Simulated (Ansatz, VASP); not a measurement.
One calculation of HfO2, two programs

The input INCAR:

```
ALGO     = Normal         # electronic algorithm
EDIFF    = 1E-7           # SCF threshold, eV
ENCUT    = 520            # plane-wave cutoff, eV
GGA      = PS             # functional
ISIF     = 2              # what is computed and relaxed
ISMEAR   = 0              # smearing method
LASPH    = T              # aspherical terms in the spheres
LCHARG   = F              # write CHGCAR
LREAL    = F              # projectors in reciprocal space
LWAVE    = F              # write WAVECAR
NBANDS   = 18             # bands
NELM     = 100            # most SCF steps
PREC     = Accurate       # precision mode
SIGMA    = 0.05           # smearing width, eV
```

File KPOINTS:

```
k-points
0
Gamma
  8 8 8
```

File POSCAR:

```
HfO2
1.0
    0.0000000000      2.8132500000      2.5575000000
    2.3017500000      0.0000000000      2.5575000000
    2.3017500000      2.8132500000      0.0000000000
Hf O
1 2
Direct
    0.0000000000      0.0000000000      0.0000000000
    0.2500000000      0.2500000000      0.2500000000
    0.7500000000      0.7500000000      0.7500000000
```

Input for Ansatz:

```yaml
crystal:
  lattice:
    - [0.0, 2.81325, 2.5575]
    - [2.30175, 0.0, 2.5575]
    - [2.30175, 2.81325, 0.0]
  atoms:
    - { symbol: Hf, position: [0.0, 0.0, 0.0] }
    - { symbol: O, position: [0.25, 0.25, 0.25] }
    - { symbol: O, position: [0.75, 0.75, 0.75] }
basis:
  ecutwfc: 420
kpoints:
  mp_grid: { grid: [8, 8, 8] }
hamiltonian:
  xc: pbesol
scf:
  occupations: { method: gaussian, width: 0.05 }
output:
  forces: true
  stress: true
  eigenvalues: true
```

Change from the starting cell: strain -0.1000 x Voigt [1, -1, 0, 0, 0, 0], atoms carried along.

Alike in both runs: task single point; functional PBEsol; k mesh 8 × 8 × 8; occupations gaussian, width 0.05 eV; no spin polarisation.

|  | VASP | Ansatz |
| --- | --- | --- |
| version | VASP 6.6.1 | Ansatz 0.2.0 |
| potentials or method | VASP PAW PBE potentials, release 64 (Hf_pv, O), cutoff 520 eV | scalar-relativistic, plane waves, PAW |
| valence electrons in the cell | 22 | 38 |

Ansatz gave:

* gap on the k mesh at the Fermi level (eV): 0.73
* least direct gap on the mesh (eV): 1.14
* pressure (GPa): -6.4
* traceless stress, the component that is largest in VASP (GPa): 47.05

Problem. Which values does VASP return?

Solution. gap on the k mesh at the Fermi level (eV): 0.72; least direct gap on the mesh (eV): 1.13; pressure (GPa): -9.7; traceless stress, the component that is largest in VASP (GPa): 47.73.

VASP's potentials were made for PBE, not for PBEsol. With one functional, cell and mesh, what is left measures potentials, basis and numerics. VASP's potentials hold 22 valence electrons a cell and Ansatz's 38, so a difference there can come from the potentials and not from the codes.

Spin-orbit coupling is off throughout.
